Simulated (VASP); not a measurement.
# CdSn2O3 (Cm) in VASP: single point with PBE

Aim: the single point of CdSn2O3 with PBE.

Program: VASP 6.6.1. These are calculated values, not measurements. Logs are shortened: lines on timing, memory, paths and dates and some standing lists are left out, and cuts for length are marked.

**1. The cell of the first run**

Symmetry: Cm, No. 8, monoclinic system. Conventional cell: a = 10.119 Å, b = 5.815 Å, c = 6.716 Å, α = 90.00°, β = 90.21°, γ = 90.00°. Cd (site symmetry m) has 6 O at 2.92 to 2.93 Å and 2 Cd at 3.18 to 3.54 Å and 9 Sn at 3.54 to 3.80 Å within 3.8 Å. Cd (site symmetry m) has 12 O at 2.93 to 4.12 Å and 2 Cd at 3.18 to 3.54 Å and 12 Sn at 3.41 to 4.19 Å within 4.2 Å. Within 2.8 Å of Sn (site symmetry m) lie 3 O at 2.10 to 2.26 Å. Sn (site symmetry m) has 6 O at 2.11 to 2.16 Å within 2.8 Å. Sn (site symmetry m) has 3 O at 2.12 to 2.32 Å within 2.8 Å. Sn (site symmetry m) has 6 O at 2.09 to 2.18 Å within 2.8 Å. O (site symmetry 1) has 3 Sn at 2.09 to 2.26 Å and 3 O at 2.60 to 2.72 Å within 2.8 Å. O (site symmetry 1) has 3 Sn at 2.12 to 2.18 Å and 3 O at 2.60 to 2.70 Å within 2.8 Å.

**2. Single point, PBE**

INCAR reads:

```
SYSTEM = CdSn2O3
PREC = Accurate
ENCUT = 520
EDIFF = 1E-6
ISMEAR = 0
SIGMA = 0.1
LREAL = .FALSE.
LASPH = .TRUE.
NELM = 60
ALGO = Normal
ISIF = 2
LWAVE = .FALSE.
LCHARG = .FALSE.
GGA = PE
NBANDS = 70
```

KPOINTS reads:

```
regular mesh
0
G
  4 4 4
  0 0 0
```

POSCAR reads:

```
CdSn2O3
1.0
    5.0594014951     -2.9074701941      0.0000000000
    5.0594014951      2.9074701941      0.0000000000
   -0.0243896059      0.0000000000      6.7157517311
Cd Sn O
2 4 6
Direct
    0.0001484568      0.0001484568      0.0174810495
    0.0021079293      0.0021079293      0.4908237416
    0.6531736958      0.6531736958      0.8260425398
    0.6676683175      0.6676683175      0.2786640643
    0.3183971433      0.3183971433      0.6697000286
    0.3359986653      0.3359986653      0.2165562142
    0.5116079247      0.9782519343      0.0581436056
    0.4904099298      0.0262769443      0.4434100409
    0.9782519343      0.5116079247      0.0581436056
    0.0262769443      0.4904099298      0.4434100409
    0.5125057669      0.5125057669      0.0561812119
    0.4898434747      0.4898434747      0.4408797723
```

Potentials or basis: VASP PAW PBE potentials, release 64 (Cd, Sn_d, O).

On the command line:

```console
> cat potpaw_PBE.64/Cd/POTCAR potpaw_PBE.64/Sn_d/POTCAR potpaw_PBE.64/O/POTCAR > POTCAR
> mpirun -np 1 vasp_std > vasp.out
```

OUTCAR:

```text
SYSTEM = CdSn2O3
   PREC = Accurate
   ENCUT = 520
   EDIFF = 1E-6
   ISMEAR = 0
   LREAL = .FALSE.
   LASPH = .TRUE.
   NELM = 60
   ISIF = 2
   GGA = PE

 ion  position               nearest neighbor table
   1  0.000  0.000  0.017-   2 3.18   2 3.54   3 3.54   3 3.54   6 3.61   6 3.61   6 3.65   3 3.73

   2  0.002  0.002  0.491-   1 3.18   5 3.41   1 3.54   4 3.65   4 3.65   5 3.66   5 3.66   4 3.67

   3  0.653  0.653  0.826-  11 2.10   9 2.26   7 2.26   4 3.04   5 3.52   5 3.52   1 3.54   1 3.54
                             5 3.54   4 3.68   1 3.73
   4  0.668  0.668  0.279-  12 2.11  10 2.12   8 2.12   7 2.16   9 2.16  11 2.16   3 3.04   6 3.38
                             6 3.40   6 3.40   2 3.65   2 3.65   2 3.67   3 3.68
   5  0.318  0.318  0.670-   8 2.12  10 2.12  12 2.32   6 3.05   2 3.41   3 3.52   3 3.52   3 3.54
                             2 3.66   2 3.66   6 3.68
   6  0.336  0.336  0.217-  11 2.09   9 2.09   7 2.09  12 2.16   8 2.18  10 2.18   5 3.05   4 3.38
                             4 3.40   4 3.40   1 3.61   1 3.61   1 3.65   5 3.68
   7  0.512  0.978  0.058-   6 2.09   4 2.16   3 2.26
   8  0.490  0.026  0.443-   4 2.12   5 2.12   6 2.18
   9  0.978  0.512  0.058-   6 2.09   4 2.16   3 2.26
  10  0.026  0.490  0.443-   4 2.12   5 2.12   6 2.18
  11  0.513  0.513  0.056-   6 2.09   3 2.10   4 2.16
  12  0.490  0.490  0.441-   4 2.11   6 2.16   5 2.32

  LATTYP: Found a base centered monoclinic cell.
 ALAT       =    10.1188029902
 B/A-ratio  =     0.5746668251
 C/A-ratio  =     0.6636947103
 COS(beta)  =    -0.0036316776

  Lattice vectors:

 A1 = (   5.0594014951,  -2.9074701941,   0.0000000000)
 A2 = (   5.0594014951,   2.9074701941,   0.0000000000)
 A3 = (  -0.0243896059,   0.0000000000,   6.7157517311)

Analysis of symmetry for initial positions (statically):
=====================================================================
 Subroutine PRICEL returns:
 Original cell was already a primitive cell.

 Routine SETGRP: Setting up the symmetry group for a
 base centered monoclinic supercell.

 Subroutine GETGRP returns: Found  2 space group operations
 (whereof  2 operations were pure point group operations)
 out of a pool of  4 trial point group operations.

The static configuration has the point symmetry C_1h.

Analysis of symmetry for dynamics (positions and initial velocities):
=====================================================================
 Subroutine PRICEL returns:
 Original cell was already a primitive cell.

 Routine SETGRP: Setting up the symmetry group for a
 base centered monoclinic supercell.

 Subroutine GETGRP returns: Found  2 space group operations
 (whereof  2 operations were pure point group operations)
 out of a pool of  4 trial point group operations.

The dynamic configuration has the point symmetry C_1h.

 Subroutine INISYM returns: Found  2 space group operations
 (whereof  2 operations are pure point group operations),
 and found     1 'primitive' translations

----------------------------------------------------------------------------------------

                                     Primitive cell

  volume of cell :     197.5782

  direct lattice vectors                    reciprocal lattice vectors
     5.059401495 -2.907470194  0.000000000     0.098825919 -0.171970809  0.000358906
     5.059401495  2.907470194  0.000000000     0.098825919  0.171970809  0.000358906
    -0.024389606  0.000000000  6.715751731     0.000000000  0.000000000  0.148903658

  length of vectors
     5.835317165  5.835317165  6.715796019     0.198344776  0.198344776  0.148903658

  position of ions in fractional coordinates (direct lattice)
     0.000148457  0.000148457  0.017481049
     0.002107929  0.002107929  0.490823742
     0.653173696  0.653173696  0.826042540
     0.667668318  0.667668318  0.278664064
     0.318397143  0.318397143  0.669700029
     0.335998665  0.335998665  0.216556214
     0.511607925  0.978251934  0.058143606
     0.490409930  0.026276944  0.443410041
     0.978251934  0.511607925  0.058143606
     0.026276944  0.490409930  0.443410041
     0.512505767  0.512505767  0.056181212
     0.489843475  0.489843475  0.440879772

  ion indices of the primitive-cell ions
   primitive index   ion index
                 1           1
                 2           2
                 3           3
                 4           4
                 5           5
                 6           6
                 7           7
                 8           8
                 9           9
                10          10
                11          11
                12          12

----------------------------------------------------------------------------------------

 KPOINTS: regular mesh

Automatic generation of k-mesh.
 Grid dimensions read from file:
 generate k-points for:    4    4    4

 Generating k-lattice:

  Cartesian coordinates                     Fractional coordinates (reciprocal lattice)
     0.024706480 -0.042992702  0.000089727     0.250000000  0.000000000  0.000000000
     0.024706480  0.042992702  0.000089727     0.000000000  0.250000000  0.000000000
     0.000000000  0.000000000  0.037225915     0.000000000  0.000000000  0.250000000

  Length of vectors
     0.049586194  0.049586194  0.037225915

  Shift w.r.t. Gamma in fractional coordinates (k-lattice)
     0.000000000  0.000000000  0.000000000

 Subroutine IBZKPT returns following result:
 ===========================================

 Found     24 irreducible k-points:

 Following reciprocal coordinates:
            Coordinates               Weight
  0.000000  0.000000  0.000000      1.000000
  0.250000  0.000000  0.000000      4.000000
  0.500000  0.000000  0.000000      2.000000
  0.250000  0.250000  0.000000      2.000000
  0.500000  0.250000 -0.000000      4.000000
 -0.250000  0.250000  0.000000      2.000000
[... 16 lines left out ...]
 -0.250000  0.250000  0.500000      2.000000
  0.500000  0.500000  0.500000      1.000000
   k-points           NKPTS =     24   k-points in BZ     NKDIM =     24   number of bands    NBANDS=     70
   number of dos      NEDOS =    301   number of ions     NIONS =     12
   total plane-waves  NPLWV = 115200
   dimension x,y,z NGX =    48 NGY =   48 NGZ =   50
   dimension x,y,z NGXF=    96 NGYF=   96 NGZF=  100
   ions per type =               2   4   6
   NGX,Y,Z   is equivalent  to a cutoff of  13.68, 13.68, 12.38 a.u.
   NGXF,Y,Z  is equivalent  to a cutoff of  27.35, 27.35, 24.75 a.u.
 SYSTEM =  CdSn2O3
   PREC   = accura    normal or accurate (medium, high low for compatibility)
   ISTART =      0    job   : 0-new  1-cont  2-samecut
   ICHARG =      2    charge: 1-file 2-atom 10-const
   ISPIN  =      1    spin polarized calculation?
   LNONCOLLINEAR =      F non collinear calculations
   LSORBIT =      F    spin-orbit coupling
   LASPH  =      T    aspherical Exc in radial PAW
   ENCUT  =  520.0 eV  38.22 Ry    6.18 a.u.  10.85 10.85 12.49*2*pi/ulx,y,z
   NELM   =     60;   NELMIN=  2; NELMDL= -5     # of ELM steps
   EDIFF  = 0.1E-05   stopping-criterion for ELM
   LREAL  =      F    real-space projection
   EDIFFG = 0.1E-04   stopping-criterion for IOM
   NSW    =      0    number of steps for IOM
   IBRION =     -1    ionic relax: 0-MD 1-quasi-New 2-CG
   NFREE  =      0    steps in history (QN), initial steepest desc. (CG)
   ISIF   =      2    stress and relaxation
   ISYM   =      2    0-nonsym 1-usesym 2-fastsym
   POTIM  = 0.5000    time-step for ionic-motion
   TEBEG  =    0.0;   TEEND  =   0.0 temperature during run
   PSTRESS=    0.0 pullay stress
   NELECT =     116.0000    total number of electrons
   NUPDOWN=      -1.0000    fix difference up-down
   EMIN   =  10.00;   EMAX   =-10.00  energy-range for DOS
   EFERMI =   0.00;   METHOD = LEGACY
   ISMEAR =     0;   SIGMA  =   0.10  broadening in eV -4-tet -1-fermi 0-gaus
   EFERMI_NEDOS =   21; number of points for ismear=-14 and -15
   IALGO  =     38    algorithm
   IMIX   =      4    mixing-type and parameters
     AMIX     =   0.40;   BMIX     =  1.00
     AMIX_MAG =   1.60;   BMIX_MAG =  1.00
  volume/ion in A,a.u.               =      16.46       111.11
  Fermi-wavevector in a.u.,A,eV,Ry     =   1.370822  2.590478 25.567438  1.879154
  Thomas-Fermi vector in A             =   2.496574
   LORBIT       =      0    0 simple, 1 ext, 2 COOP (PROOUT), +10 PAW based schemes
   GGA     = PE    functional components
   LHFCALC =     F    Hartree Fock is set to
   AEXX    =    0.0000 exact exchange contribution
   IVDW    =     0    specifies the selected vdW correction
   LEPSILON=     F    determine dielectric tensor
   LRPA    =     F    only Hartree local field effects (RPA)
 non-spin polarized calculation
 Gauss-broadening in eV      SIGMA  =   0.10
  energy-cutoff  :      520.00
  volume of cell :      197.58
 maximum number of plane-waves:      5334
 NGX is ok and might be reduce to    48
   NGX = 21   NGY = 21   NGZ = 25

 number of electron     116.0000005 magnetization

 Free energy of the ion-electron system (eV)
  ---------------------------------------------------
  ext. energy  EPLUGINS =         0.00000000
  ---------------------------------------------------
  free energy    TOTEN  =       -57.47607722 eV

  energy without entropy =      -57.47227038  energy(sigma->0) =      -57.47417380

 E-fermi :   6.1280     XC(G=0): -10.5503

 val. band max:        6.0884644876   @ k =   0.5000   0.5000   0.0000
 cond. band min:       6.3852385743   @ k =   0.0000   0.0000   0.0000
 fundamental gap:      0.2967740867
 Fermi energy:         6.1280412296

 k-point     1 :       0.0000    0.0000    0.0000
  band No.  band energies     occupation
      1     -16.9473      2.00000
      2     -16.9157      2.00000
      3     -16.7665      2.00000
      4     -16.7581      2.00000
      5     -16.5486      2.00000
      6     -16.5334      2.00000
[... 62 lines left out ...]
     69      11.7595      0.00000
     70      11.8204      0.00000
[... 1677 lines left out ...]
     69      11.1675      0.00000
     70      11.7622      0.00000

------------------------ aborting loop because EDIFF is reached ----------------------------------------

  FORCE on cell =-STRESS in cart. coord.  units (eV):
  Direction    XX          YY          ZZ          XY          YZ          ZX
  --------------------------------------------------------------------------------------
  -------------------------------------------------------------------------------------
  Total        2.1143966      2.1970864      6.1681496      0.0000000      0.0000000     -0.2433093
  in kB       17.1458090     17.8163472     50.0180134      0.0000000      0.0000000     -1.9730142
  external PRESSURE =      28.3267232 kB  Pullay stress =       0.0000000 kB

 VOLUME and BASIS-vectors are now :
 -----------------------------------------------------------------------------
  energy-cutoff  :      520.00
  volume of cell :      197.58
      direct lattice vectors                 reciprocal lattice vectors
     5.059401495 -2.907470194  0.000000000     0.098825919 -0.171970809  0.000358906
     5.059401495  2.907470194  0.000000000     0.098825919  0.171970809  0.000358906
    -0.024389606  0.000000000  6.715751731     0.000000000  0.000000000  0.148903658

 POSITION                                       TOTAL-FORCE (eV/Angst)
 -----------------------------------------------------------------------------------
      0.00108      0.00000      0.11740         0.002357      0.000000     -0.055059
      0.00936      0.00000      3.29625        -0.070922      0.000000      0.056981
      6.58919      0.00000      5.54750         0.333843      0.000000     -0.653774
      6.74921      0.00000      1.87144         0.091559      0.000000      0.794958
      3.20546      0.00000      4.49754         0.256687      0.000000      0.804815
      3.39462      0.00000      1.45434        -0.104834      0.000000     -0.226550
      7.53638      1.35675      0.39048         0.007252     -0.022854      0.140591
      2.60331     -1.34945      2.97783        -0.167067     -0.422269     -0.519821
      7.53638     -1.35675      0.39048         0.007252      0.022854      0.140591
      2.60331      1.34945      2.97783        -0.167067      0.422269     -0.519821
      5.18457      0.00000      0.37730        -0.319372      0.000000      0.288450
      4.94588      0.00000      2.96084         0.130311      0.000000     -0.251362
 -----------------------------------------------------------------------------------
    total drift:                                0.000041     -0.000000      0.000880

  FREE ENERGIE OF THE ION-ELECTRON SYSTEM (eV)
  ---------------------------------------------------
  free  energy   TOTEN  =       -57.4760772207 eV

  energy  without entropy=      -57.4722703771  energy(sigma->0) =      -57.47417380
```

Wall time 9.9 min (1 thread of Oxide Virtual Turin-like, shared host); peak memory 0.45 GiB.

What came out:

| Item | Value |
| --- | --- |
| Free energy | -57.4761 eV |
| Pressure | 2.8 GPa |
| Largest force | 0.845 eV/Å |
| Band gap on the k mesh | zero (bands 58 and 59 overlap by 0.09 eV) |

Forces in eV/Å, atoms in the order of the input:
```
Cd   0.002  0.000 -0.055
Cd  -0.071  0.000  0.057
Sn   0.334  0.000 -0.654
Sn   0.092  0.000  0.795
Sn   0.257  0.000  0.805
Sn  -0.105  0.000 -0.227
O    0.007 -0.023  0.141
O   -0.167 -0.422 -0.520
O    0.007  0.023  0.141
O   -0.167  0.422 -0.520
O   -0.319  0.000  0.288
O    0.130  0.000 -0.251
```

Stress tensor (GPa, compression positive):
```
 1.71  0.00 -0.20
 0.00  1.78  0.00
-0.20  0.00  5.00
```

Caveat: semilocal functionals underestimate gaps, and a narrow one can read as zero; spin-orbit coupling is left out, which moves the levels of the heavy elements.

The gap in the log of VASP goes by the Fermi energy; the results here count the filled bands.